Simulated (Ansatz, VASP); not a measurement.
One calculation of TaN, two programs

```
Ta N
1.0
     0.00000    2.25527    2.17900
     2.25527    0.00000    2.17900
     2.25527    2.25527    0.00000
Ta N
1 1
Direct
  0.50000 0.50000 0.50000
  0.00000 0.00000 0.00000
```

Change from the starting cell: strain +0.0350 x Voigt [1, 1, 0, 0, 0, 0], atoms carried along.

Alike in both runs: task single point; functional PBE; k mesh 18 × 18 × 18; occupations gaussian, width 0.15 eV; no spin polarisation.

|  | VASP | Ansatz |
| --- | --- | --- |
| version | VASP 6.6.1 | Ansatz 0.2.0 |
| potentials or method | VASP PAW PBE potentials, release 64 (Ta_pv, N), cutoff 520 eV | scalar-relativistic, plane waves, PAW |
| valence electrons in the cell | 16 | 18 |

Ansatz gave:

| Item | Value |
| --- | --- |
| gap on the k mesh at the Fermi level (eV) | none |
| pressure (GPa) | -7.9 |
| traceless stress, the component that is largest in VASP (GPa) | 11.99 |

Q: Estimate VASP's values.

A: gap on the k mesh at the Fermi level (eV): none; pressure (GPa): -7.2; traceless stress, the component that is largest in VASP (GPa): 12.09.

A gap of «none» marks a metal or a gap that the smearing closes. VASP's potentials hold 16 valence electrons a cell and Ansatz's 18, so a difference there can come from the potentials and not from the codes.

Spin-orbit coupling is off throughout.
